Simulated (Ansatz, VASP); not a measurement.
# Two plane-wave programs on Ge

INCAR

```
PREC = Accurate
ENCUT = 520
EDIFF = 1E-7
ISMEAR = 0
SIGMA = 0.15
LREAL = False
LASPH = True
NELM = 60
ALGO = Normal
ISIF = 2
LWAVE = False
LCHARG = False
NBANDS = 21
```

The input KPOINTS:

```
Automatic mesh
0
Gamma
  14 14 14
```

POSCAR

```
Ge
1.0
    0.0000000000      2.8107124513      2.8107124513
    2.8107124513      0.0000000000      2.8107124513
    2.8107124513      2.8107124513      0.0000000000
Ge
2
Direct
    0.5029174098      0.4970825902      0.4970825902
    0.7470825902      0.7529174098      0.7529174098
```

Input for Ansatz:

```yaml
crystal:
  lattice:
    - [0.0, 2.8107124513, 2.8107124513]
    - [2.8107124513, 0.0, 2.8107124513]
    - [2.8107124513, 2.8107124513, 0.0]
  atoms:
    - { symbol: Ge, position: [0.5029174098, 0.4970825902, 0.4970825902] }
    - { symbol: Ge, position: [0.7470825902, 0.7529174098, 0.7529174098] }
basis:
  ecutwfc: 420
kpoints:
  mp_grid: { grid: [14, 14, 14] }
hamiltonian:
  xc: lda
  pseudopotentials: { kind: paw, azcp: { folder: soft_1 } }
scf:
  occupations: { method: gaussian, width: 0.15 }
output:
  forces: true
  stress: true
  eigenvalues: true
```

Change from the starting cell: mode 4 frozen in at -0.016 Å and mode 5 at +0.000 Å (largest displacements).

Alike in both runs: task single point; functional LDA; k mesh 14 × 14 × 14; occupations gaussian, width 0.15 eV; no spin polarisation.

|  | VASP | Ansatz |
| --- | --- | --- |
| version | VASP 6.6.1 | Ansatz 0.2.0 |
| potentials or method | VASP PAW LDA potentials, release 64 (Ge_d), cutoff 520 eV | scalar-relativistic, plane waves, PAW |
| valence electrons in the cell | 28 | 28 |

|  | VASP | Ansatz | Ansatz less VASP |
| --- | --- | --- | --- |
| pressure (GPa) | 0.3 | 0.1 | -0.23 |
| traceless stress, the component that is largest in VASP (GPa) | -1.05 | -1.03 | +0.012 |
| rms of the force components (eV/Å) | 0.214 | 0.212 | -0.0029 |

Ansatz warns that its potentials were made for another functional, while VASP's fit it. LDA's correlation is that of Perdew and Zunger in VASP and of Perdew and Wang (1992) in Ansatz. Atom by atom the forces differ by 0.003 eV/Å (rms over components).
